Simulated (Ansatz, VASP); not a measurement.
# One calculation of WSe2, two programs

INCAR

```
PREC = Accurate
ENCUT = 520
EDIFF = 1E-6
ISMEAR = 0
SIGMA = 0.05
LREAL = False
LASPH = True
NELM = 60
ALGO = Normal
ISIF = 2
LWAVE = False
LCHARG = False
LDIPOL = True
IDIPOL = 3
DIPOL = 0.5 0.5 0.397
GGA = PE
IVDW = 12
NBANDS = 35
```

The input KPOINTS:

```
regular mesh
0
Gamma
  9 9 1
```

File POSCAR:

```
WSe2
1.0
    3.2854928007      0.0000000000      0.0000000000
   -1.6427464003      2.8453202293      0.0000000000
    0.0000000000      0.0000000000     24.2386464730
Se W
4 2
Direct
    0.3333333333      0.6666666667      0.1856539310
    0.3333333333      0.6666666667      0.3246601763
    1.0000000000      1.0000000000      0.4694702425
    1.0000000000      1.0000000000      0.6084764877
    0.6666666667      0.3333333333      0.2551570536
    0.6666666667      1.3333333333      0.5389733651
```

Input for Ansatz:

```yaml
crystal:
  lattice:
    - [3.2854928007, 0.0, 0.0]
    - [-1.6427464003, 2.8453202293, 0.0]
    - [0.0, 0.0, 24.238646473]
  atoms:
    - { symbol: Se, position: [0.3333333333, 0.6666666667, 0.185653931] }
    - { symbol: W, position: [0.6666666667, 0.3333333333, 0.2551570536] }
    - { symbol: Se, position: [0.3333333333, 0.6666666667, 0.3246601763] }
    - { symbol: Se, position: [1.0, 1.0, 0.4694702425] }
    - { symbol: W, position: [0.6666666667, 1.3333333333, 0.5389733651] }
    - { symbol: Se, position: [1.0, 1.0, 0.6084764877] }
basis:
  ecutwfc: 420
kpoints:
  mp_grid: { grid: [9, 9, 1] }
hamiltonian:
  xc: pbe
  pseudopotentials: { kind: paw, azcp: { folder: soft_1 } }
  dispersion: d3bj
scf:
  occupations: { method: gaussian, width: 0.05 }
output:
  forces: true
  eigenvalues: true
efield:
  axis: 3
  dipole_correction: true
  ramp_width: 0.04
```

Alike in both runs: task single point; functional PBE; dispersion D3(BJ); k mesh 9 × 9 × 1; occupations gaussian, width 0.05 eV; no spin polarisation.

|  | VASP | Ansatz |
| --- | --- | --- |
| version | VASP 6.6.1 | Ansatz 0.2.0 |
| potentials or method | VASP PAW PBE potentials, release 64 (Se, W_sv), cutoff 520 eV | scalar-relativistic, plane waves, PAW |
| valence electrons in the cell | 52 | 92 |

```tsv
	VASP	Ansatz	Ansatz less VASP
gap on the k mesh at the Fermi level (eV)	1.57	1.57	-0.001
least direct gap on the mesh (eV)	1.67	1.67	+0.003
rms of the force components (eV/Å)	0.039	0.023	-0.0159
```

VASP's potentials hold 52 valence electrons a cell and Ansatz's 92, so a difference there can come from the potentials and not from the codes.

Spin-orbit coupling is off throughout.
